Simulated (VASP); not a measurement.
# Rb (Fm-3m) in VASP: notebook

Runs on Rb. Level: BLYP. Tasks: single point.

Everything below comes from runs of VASP 6.6.1. Logs are shortened: lines on timing, memory, paths and dates and some standing lists are left out, and cuts for length are marked.

### 1 The cell of the first run

The structure is cubic, space group Fm-3m (No. 225). Conventional cell: a = 7.361 Å, b = 7.361 Å, c = 7.361 Å, α = 90.00°, β = 90.00°, γ = 90.00°.

### 2 Single point, BLYP (volume scaled by 1.04)

Input file INCAR:

```
  PREC = Accurate
  ENCUT = 520
  EDIFF = 1E-7
  ISMEAR = -1
  SIGMA = 0.1
  LREAL = False
  LASPH = True
  NELM = 100
  ALGO = Normal
  ISIF = 2
  LWAVE = False
  LCHARG = False
  GGA = B5
  ALDAX = 1.0
  AGGAX = 1.0
  AGGAC = 1.0
  ALDAC = 0.0
  NBANDS = 10
```

Input file KPOINTS:

```
Automatic mesh
0
Gamma
  9 9 9
```

Input file POSCAR:

```
Rb
1.0
    0.0000000000      3.6804005337      3.6804005337
    3.6804005337      0.0000000000      3.6804005337
    3.6804005337      3.6804005337      0.0000000000
Rb
1
Direct
    0.0000000000      0.0000000000      0.0000000000
```

Potentials or basis: VASP PAW PBE potentials, release 64 (Rb_sv).

The run is started by

```sh
$ cat potpaw_PBE.64/Rb_sv/POTCAR > POTCAR
$ mpirun -np 1 vasp_std > vasp.out
```

OUTCAR:

```text
PREC = Accurate
   ENCUT = 520
   EDIFF = 1E-7
   ISMEAR = -1
   LREAL = False
   LASPH = True
   NELM = 100
   ISIF = 2
   GGA = B5

 ion  position               nearest neighbor table
   1  0.000  0.000  0.000-

  LATTYP: Found a face centered cubic cell.
 ALAT       =     7.3608010674

  Lattice vectors:

 A1 = (   0.0000000000,   3.6804005337,   3.6804005337)
 A2 = (   3.6804005337,   0.0000000000,   3.6804005337)
 A3 = (   3.6804005337,   3.6804005337,   0.0000000000)

Analysis of symmetry for initial positions (statically):
=====================================================================
 Subroutine PRICEL returns:
 Original cell was already a primitive cell.

 Routine SETGRP: Setting up the symmetry group for a
 face centered cubic supercell.

 Subroutine GETGRP returns: Found 48 space group operations
 (whereof 48 operations were pure point group operations)
 out of a pool of 48 trial point group operations.

The static configuration has the point symmetry O_h .

Analysis of symmetry for dynamics (positions and initial velocities):
=====================================================================
 Subroutine PRICEL returns:
 Original cell was already a primitive cell.

 Routine SETGRP: Setting up the symmetry group for a
 face centered cubic supercell.

 Subroutine GETGRP returns: Found 48 space group operations
 (whereof 48 operations were pure point group operations)
 out of a pool of 48 trial point group operations.

The dynamic configuration has the point symmetry O_h .

 Subroutine INISYM returns: Found 48 space group operations
 (whereof 48 operations are pure point group operations),
 and found     1 'primitive' translations

----------------------------------------------------------------------------------------

                                     Primitive cell

  volume of cell :      99.7046

  direct lattice vectors                    reciprocal lattice vectors
     0.000000000  3.680400534  3.680400534    -0.135854779  0.135854779  0.135854779
     3.680400534  0.000000000  3.680400534     0.135854779 -0.135854779  0.135854779
     3.680400534  3.680400534  0.000000000     0.135854779  0.135854779 -0.135854779

  length of vectors
     5.204872350  5.204872350  5.204872350     0.235307379  0.235307379  0.235307379

  position of ions in fractional coordinates (direct lattice)
     0.000000000  0.000000000  0.000000000

  ion indices of the primitive-cell ions
   primitive index   ion index
                 1           1

----------------------------------------------------------------------------------------

 KPOINTS: Automatic mesh

Automatic generation of k-mesh.
 Grid dimensions read from file:
 generate k-points for:    9    9    9

 Generating k-lattice:

  Cartesian coordinates                     Fractional coordinates (reciprocal lattice)
    -0.015094975  0.015094975  0.015094975     0.111111111  0.000000000  0.000000000
     0.015094975 -0.015094975  0.015094975     0.000000000  0.111111111  0.000000000
     0.015094975  0.015094975 -0.015094975     0.000000000  0.000000000  0.111111111

  Length of vectors
     0.026145264  0.026145264  0.026145264

  Shift w.r.t. Gamma in fractional coordinates (k-lattice)
     0.000000000  0.000000000  0.000000000

 Subroutine IBZKPT returns following result:
 ===========================================

 Found     35 irreducible k-points:

 Following reciprocal coordinates:
            Coordinates               Weight
  0.000000  0.000000  0.000000      1.000000
  0.111111  0.000000  0.000000      8.000000
  0.222222  0.000000  0.000000      8.000000
  0.333333  0.000000  0.000000      8.000000
  0.444444  0.000000  0.000000      8.000000
  0.111111  0.111111  0.000000      6.000000
[... 16 lines left out ...]
 -0.333333  0.333333  0.000000     12.000000
  0.444444  0.444444  0.000000      6.000000
 [... further k-points ...]
   k-points           NKPTS =     35   k-points in BZ     NKDIM =     35   number of bands    NBANDS=     10
   number of dos      NEDOS =    301   number of ions     NIONS =      1
   total plane-waves  NPLWV =  64000
   dimension x,y,z NGX =    40 NGY =   40 NGZ =   40
   dimension x,y,z NGXF=    80 NGYF=   80 NGZF=   80
   ions per type =               1
   NGX,Y,Z   is equivalent  to a cutoff of  12.78, 12.78, 12.78 a.u.
   NGXF,Y,Z  is equivalent  to a cutoff of  25.55, 25.55, 25.55 a.u.
 SYSTEM =  unknown system
   PREC   = accura    normal or accurate (medium, high low for compatibility)
   ISTART =      0    job   : 0-new  1-cont  2-samecut
   ICHARG =      2    charge: 1-file 2-atom 10-const
   ISPIN  =      1    spin polarized calculation?
   LNONCOLLINEAR =      F non collinear calculations
   LSORBIT =      F    spin-orbit coupling
   LASPH  =      T    aspherical Exc in radial PAW
   ENCUT  =  520.0 eV  38.22 Ry    6.18 a.u.   9.68  9.68  9.68*2*pi/ulx,y,z
   NELM   =    100;   NELMIN=  2; NELMDL= -5     # of ELM steps
   EDIFF  = 0.1E-06   stopping-criterion for ELM
   LREAL  =      F    real-space projection
   EDIFFG = 0.1E-05   stopping-criterion for IOM
   NSW    =      0    number of steps for IOM
   IBRION =     -1    ionic relax: 0-MD 1-quasi-New 2-CG
   NFREE  =      0    steps in history (QN), initial steepest desc. (CG)
   ISIF   =      2    stress and relaxation
   ISYM   =      2    0-nonsym 1-usesym 2-fastsym
   POTIM  = 0.5000    time-step for ionic-motion
   TEBEG  =    0.0;   TEEND  =   0.0 temperature during run
   PSTRESS=    0.0 pullay stress
   NELECT =       9.0000    total number of electrons
   NUPDOWN=      -1.0000    fix difference up-down
   EMIN   =  10.00;   EMAX   =-10.00  energy-range for DOS
   EFERMI =   0.00;   METHOD = LEGACY
   ISMEAR =    -1;   SIGMA  =   0.10  broadening in eV -4-tet -1-fermi 0-gaus
   EFERMI_NEDOS =   21; number of points for ismear=-14 and -15
   IALGO  =     38    algorithm
   IMIX   =      4    mixing-type and parameters
     AMIX     =   0.40;   BMIX     =  1.00
     AMIX_MAG =   1.60;   BMIX_MAG =  1.00
  volume/ion in A,a.u.               =      99.70       672.84
  Fermi-wavevector in a.u.,A,eV,Ry     =   0.734374  1.387765  7.337691  0.539305
  Thomas-Fermi vector in A             =   1.827311
   LORBIT       =      0    0 simple, 1 ext, 2 COOP (PROOUT), +10 PAW based schemes
   GGA     = B5    functional components
   LHFCALC =     F    Hartree Fock is set to
   AEXX    =    0.0000 exact exchange contribution
   IVDW    =     0    specifies the selected vdW correction
   LEPSILON=     F    determine dielectric tensor
   LRPA    =     F    only Hartree local field effects (RPA)
 non-spin polarized calculation
  energy-cutoff  :      520.00
  volume of cell :       99.70
 maximum number of plane-waves:      2733
   NGX = 19   NGY = 19   NGZ = 19

 number of electron       9.0000000 magnetization

 Free energy of the ion-electron system (eV)
  ---------------------------------------------------
  ext. energy  EPLUGINS =         0.00000000
  ---------------------------------------------------
  free energy    TOTEN  =        -0.62021179 eV

  energy without entropy =       -0.58910248  energy(sigma->0) =       -0.60465713

 E-fermi :   0.2508     XC(G=0):  -4.8466

 val. band max:        0.1204037648   @ k =   0.4444   0.0000   0.0000
 cond. band min:       0.3139146051   @ k =  -0.3333   0.2222   0.0000
 fundamental gap:      0.1935108403
 Fermi energy:         0.2508205805

 k-point     1 :       0.0000    0.0000    0.0000
  band No.  band energies     occupation
      1     -28.8110      2.00000
      2     -12.9149      2.00000
      3     -12.9149      2.00000
      4     -12.9149      2.00000
      5      -1.6143      2.00000
      6       3.5555      0.00000
      7       3.5555      0.00000
      8       3.5555      0.00000
      9       4.7082      0.00000
     10       4.7082      0.00000

 k-point     2 :       0.1111    0.0000    0.0000
  band No.  band energies     occupation
      1     -28.8107      2.00000
      2     -12.9231      2.00000
      3     -12.9161      2.00000
      4     -12.9161      2.00000
      5      -1.4866      2.00000
      6       3.2528      0.00000
      7       3.6082      0.00000
      8       3.6082      0.00000
      9       4.5968      0.00000
     10       4.5968      0.00000

 k-point     3 :       0.2222    0.0000    0.0000
  band No.  band energies     occupation
      1     -28.8100      2.00000
      2     -12.9435      2.00000
      3     -12.9190      2.00000
      4     -12.9190      2.00000
      5      -1.1163      2.00000
      6       2.6231      0.00000
      7       3.6473      0.00000
      8       3.6473      0.00000
      9       4.5482      0.00000
     10       4.5482      0.00000

 k-point     4 :       0.3333    0.0000    0.0000
  band No.  band energies     occupation
      1     -28.8092      2.00000
      2     -12.9665      2.00000
      3     -12.9222      2.00000
      4     -12.9222      2.00000
      5      -0.5450      1.99930
      6       1.8991      0.00000
      7       3.5266      0.00000
      8       3.5266      0.00000
      9       4.8873      0.00000
     10       4.8873      0.00000
[... 222 lines left out ...]
 k-point    22 :      -0.4444    0.3333    0.0000
  band No.  band energies     occupation
      1     -28.8079      2.00000
      2     -12.9712      2.00000
      3     -12.9499      2.00000
      4     -12.9356      2.00000
      5       0.9575      0.00170
      6       1.5993      0.00000
      7       1.9606      0.00000
      8       3.5836      0.00000
      9       3.9845      0.00000
     10       5.5217      0.00000

 k-point    23 :      -0.3333    0.3333    0.0000
  band No.  band energies     occupation
      1     -28.8080      2.00000
      2     -12.9613      2.00000
      3     -12.9609      2.00000
      4     -12.9318      2.00000
      5       0.9797      0.00137
      6       1.6360      0.00000
      7       1.7600      0.00000
      8       3.7868      0.00000
      9       3.8407      0.00000
     10       5.0955      0.00000

 k-point    24 :       0.4444    0.4444    0.0000
  band No.  band energies     occupation
      1     -28.8079      2.00000
      2     -12.9778      2.00000
      3     -12.9396      2.00000
      4     -12.9396      2.00000
      5       0.6708      0.02957
      6       1.8198      0.00000
      7       2.0397      0.00000
      8       4.3753      0.00000
      9       4.3753      0.00000
     10       4.5280      0.00000

 [... further k-points ...]

------------------------ aborting loop because EDIFF is reached ----------------------------------------

  FORCE on cell =-STRESS in cart. coord.  units (eV):
  Direction    XX          YY          ZZ          XY          YZ          ZX
  --------------------------------------------------------------------------------------
  -------------------------------------------------------------------------------------
  Total       -0.0508664     -0.0508664     -0.0508664     -0.0000000     -0.0000000      0.0000000
  in kB       -0.8173839     -0.8173839     -0.8173839     -0.0000000     -0.0000000      0.0000000
  external PRESSURE =      -0.8173839 kB  Pullay stress =       0.0000000 kB

 VOLUME and BASIS-vectors are now :
 -----------------------------------------------------------------------------
  energy-cutoff  :      520.00
  volume of cell :       99.70
      direct lattice vectors                 reciprocal lattice vectors
     0.000000000  3.680400534  3.680400534    -0.135854779  0.135854779  0.135854779
     3.680400534  0.000000000  3.680400534     0.135854779 -0.135854779  0.135854779
     3.680400534  3.680400534  0.000000000     0.135854779  0.135854779 -0.135854779

 POSITION                                       TOTAL-FORCE (eV/Angst)
 -----------------------------------------------------------------------------------
      0.00000      0.00000      0.00000         0.000000     -0.000000      0.000000
 -----------------------------------------------------------------------------------
    total drift:                               -0.000000     -0.000000     -0.000000

  FREE ENERGIE OF THE ION-ELECTRON SYSTEM (eV)
  ---------------------------------------------------
  free  energy   TOTEN  =        -0.6202117863 eV

  energy  without entropy=       -0.5891024832  energy(sigma->0) =       -0.60465713
```

It took 40 s on 1 thread of Intel Xeon Platinum 8259CL at 2.50GHz (Skylake/Cascade Lake), shared host; peak memory 0.24 GiB.

What came out:

```yaml
Free_energy: -0.6202 eV
Pressure: -0.1 GPa
```

Caveat: the PAW data sets were made with another functional, which shifts forces and pressure a little.

### 3 Single point, BLYP (volume scaled by 1.08)

Input file INCAR:

```
SYSTEM = Rb
  PREC = Accurate
  ENCUT = 520
  EDIFF = 1E-7
  ISMEAR = -1
  SIGMA = 0.1
  LREAL = .FALSE.
  LASPH = .TRUE.
  NELM = 60
  ALGO = Normal
  ISIF = 2
  LWAVE = .FALSE.
  LCHARG = .FALSE.
  GGA = B5
  ALDAX = 1.0
  AGGAX = 1.0
  AGGAC = 1.0
  ALDAC = 0.0
  NBANDS = 10
```

Input file KPOINTS:

```
Automatic mesh
0
G
  9 9 9
  0 0 0
```

Input file POSCAR:

```
Rb
1.0
    0.0000000000      3.7269928284      3.7269928284
    3.7269928284      0.0000000000      3.7269928284
    3.7269928284      3.7269928284      0.0000000000
Rb
1
Direct
    0.0000000000      0.0000000000      0.0000000000
```

Potentials or basis: VASP PAW PBE potentials, release 64 (Rb_sv).

The run is started by

```sh
$ cat potpaw_PBE.64/Rb_sv/POTCAR > POTCAR
$ mpirun -np 1 vasp_std > vasp.out
```

Run time: 41 s. Hardware: 1 thread of Intel Xeon Platinum 8259CL at 2.50GHz (Skylake/Cascade Lake), shared host; peak memory 0.24 GiB.

Results (log left out):

| Quantity | Value |
| --- | --- |
| Free energy | -0.6175 eV |
| Pressure | -0.1 GPa |

Levels at points of the mesh, in eV from the Fermi level:
```tsv
k point	band 1	band 2	band 3	band 4	band 5	band 6	band 7	band 8	band 9	band 10
(0.00, 0.00, 0.00)	-29.08	-13.19	-13.19	-13.19	-1.82	3.27	3.27	3.27	4.39	4.39
```

Caveat: the PAW data sets were made with another functional, which shifts forces and pressure a little.
